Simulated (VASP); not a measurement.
The system is SiC (Moissanite 6H).

```
Si C
1.0
     3.09500    0.00000    0.00000
    -1.54750    2.68035    0.00000
     0.00000    0.00000   15.17000
Si C
6 6
Direct
  0.66667 0.33333 0.45830
  0.33333 0.66667 0.95830
  0.66667 0.33333 0.79170
  0.33333 0.66667 0.29170
  0.00000 0.00000 0.62500
  0.00000 0.00000 0.12500
  0.66667 0.33333 0.33330
  0.33333 0.66667 0.83330
  0.66667 0.33333 0.66670
  0.33333 0.66667 0.16670
  0.00000 0.00000 0.50000
  0.00000 0.00000 0.00000
```

Base run:

- Program: VASP 6.6.1
- Functional: PBE exchange alone
- Potentials or basis: VASP PAW PBE potentials, release 64 (Si, C)
- Cutoff: 520 eV
- k mesh: 10 × 10 × 2
- Occupations: fermi-dirac, width 0.05 eV
- Spin: no spin polarisation

Its results: band gap on the k mesh 2.33 eV, indirect (least direct gap 3.42 eV); pressure 16.8 GPa; largest force 0.140 eV/Å.

The run is repeated on the same cell with these changes: functional from PBE exchange alone to RPBE; dispersion from none to D3(BJ). What comes out?

Band gap on the k mesh 2.03 eV, indirect (least direct gap 3.12 eV); pressure -18.6 GPa; largest force 0.141 eV/Å.

Several settings changed at once, so the effect can't be laid on one alone.

Caveats: the PAW data sets were made with another functional, which shifts forces and pressure a little (some runs).

A k mesh can miss the band edges.
